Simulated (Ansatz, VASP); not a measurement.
# S in VASP and in Ansatz

```
S
1.0
     0.00000   -5.47627    0.00000
     0.00000    0.00000   -2.96025
    10.95255    0.00000   -0.29603
S
8
Direct
  0.12267 0.48113 0.18867
  0.12267 0.43113 0.68867
  0.87733 0.41887 0.81133
  0.87733 0.46887 0.31133
  0.37733 0.90613 0.93867
  0.37733 0.95613 0.43867
  0.62267 0.99387 0.06133
  0.62267 0.94387 0.56133
```

Alike in both runs: task single point; functional PBE; dispersion D3(BJ); k mesh 9 × 16 × 5; occupations gaussian, width 0.15 eV; no spin polarisation.

```csv
,VASP,Ansatz
version,VASP 6.6.1,Ansatz 0.2.0
potentials or method,"VASP PAW PBE potentials, release 64 (S), cutoff 520 eV","scalar-relativistic, plane waves, PAW"
valence electrons in the cell,48,48
```

```tsv
	VASP	Ansatz	Ansatz less VASP
gap on the k mesh at the Fermi level (eV)	none	none	-
pressure (GPa)	-0.7	-0.1	+0.60
traceless stress, the component that is largest in VASP (GPa)	1.17	0.67	-0.504
rms of the force components (eV/Å)	0.298	0.232	-0.0668
```

Atom by atom the forces differ by 0.137 eV/Å (rms over components). A gap of «none» marks a metal or a gap that the smearing closes.
